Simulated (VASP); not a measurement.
Here is a VASP 6.6.1 calculation.

INCAR

```
SYSTEM = Se
PREC = Accurate ; ENCUT = 500
EDIFF = 1E-7 ; ISMEAR = 0
SIGMA = 0.1 ; LREAL = .False.
LASPH = .True. ; NELM = 120
ALGO = Normal ; ISIF = 3
LWAVE = .False. ; LCHARG = .False.
GGA = PE ; IVDW = 12
IBRION = 2 ; NSW = 100
EDIFFG = -0.005 ; GGA_COMPAT = .False.
NELMIN = 4
```

KPOINTS

```
regular mesh
0
Gamma
  10 6 16
  0 0 0
```

POSCAR

```
Se
1.0
    4.1158753599      0.0000000000      0.0000000000
    0.0000000000      8.2388181694      0.0000000000
    0.0000000000      0.0000000000      2.7173282189
Se
4
Direct
    0.6849967725      0.3809019167      0.5000549590
    0.8150032275      0.8809019167      0.4999450410
    0.3150032275      0.6190980833      0.5000549590
    0.1849967725      0.1190980833      0.4999450410
```

Potentials or basis: VASP PAW PBE potentials, release 64 (Se).

Run with:

```bash
$ cat potpaw_PBE.64/Se/POTCAR > POTCAR
$ mpirun -np 1 vasp_std > vasp.out
```

Problem. What does it give for the band gap on the k mesh?

Solution. Zero (bands 12 and 13 overlap by 3.92 eV).

Problem. What does it give for the relaxed volume?

Solution. 23.06 Å³/atom.

Final structure:
```
Se
1.0
     4.11729    0.00000    0.00000
     0.00000    8.24286    0.00000
     0.00000    0.00000    2.71750
Se
4
Cartesian
  2.8206 3.1394 1.3589
  3.3554 7.2608 1.3586
  1.2967 5.1035 1.3589
  0.7619 0.9820 1.3586
```
